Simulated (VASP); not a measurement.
Here is a VASP 6.6.1 calculation.

The input POSCAR:

```
BaTiO3
1.0
    3.9722429587      0.0000000000      0.0000000000
    0.0000000000      3.9722429587      0.0000000000
    0.0000000000      0.0000000000      4.1126030896
Ba Ti O
1 1 3
Direct
    0.0000000000      0.0000000000     -0.0044083816
    0.5000000000      0.5000000000      0.4775034193
    0.5000000000      0.5000000000      0.0345908367
    0.5000000000      0.0000000000      0.5176570628
    0.0000000000      0.5000000000      0.5176570628
```

File INCAR.step1:

```
SYSTEM = BaTiO3
PREC = Accurate ; ENCUT = 660
ISMEAR = 0 ; SIGMA = 0.02
LREAL = .False. ; LASPH = .True.
NELM = 120 ; NBANDS = 28
GGA = PE ; ALGO = Normal
EDIFF = 1E-5 ; LWAVE = .True.
LCHARG = .False. ; GGA_COMPAT = .False.
```

The input INCAR.step2:

```
SYSTEM = BaTiO3
PREC = Accurate ; ENCUT = 660
EDIFF = 1E-6 ; ISMEAR = 0
SIGMA = 0.02 ; LREAL = .False.
LASPH = .True. ; NELM = 120
ALGO = Normal ; ISIF = 2
LWAVE = .False. ; LCHARG = .False.
METAGGA = R2SCAN ; LMIXTAU = .True.
NBANDS = 28 ; ISTART = 1
GGA_COMPAT = .False.
```

The input KPOINTS:

```
regular mesh
0
Gamma
  8 8 8
  0 0 0
```

Potentials or basis: VASP PAW PBE potentials, release 64 (Ba_sv, Ti_sv, O).

Launch:

```bash
$ cat potpaw_PBE.64/Ba_sv/POTCAR potpaw_PBE.64/Ti_sv/POTCAR potpaw_PBE.64/O/POTCAR > POTCAR
$ cp INCAR.step1 INCAR
$ mpirun -np 1 vasp_std > vasp.out
$ cp INCAR.step2 INCAR
$ mpirun -np 1 vasp_std > vasp.out
```

Problem. What does it give for the largest force?

Solution. 0.163 eV/Å.

Problem. Predict the band gap on the k mesh.

Solution. 2.21 eV (least direct gap 2.71 eV).

Problem. What does it give for the pressure?

Solution. 1.7 GPa.

Forces on the atoms (eV/Å):
```
Ba   0.000  0.000  0.028
Ti   0.000  0.000  0.163
O    0.000  0.000 -0.154
O    0.000  0.000 -0.018
O    0.000  0.000 -0.018
```

Caveat: the PAW data sets were made with another functional, which shifts forces and pressure a little; spin-orbit coupling is left out, which moves the levels of the heavy elements. A k mesh can miss the band edges.
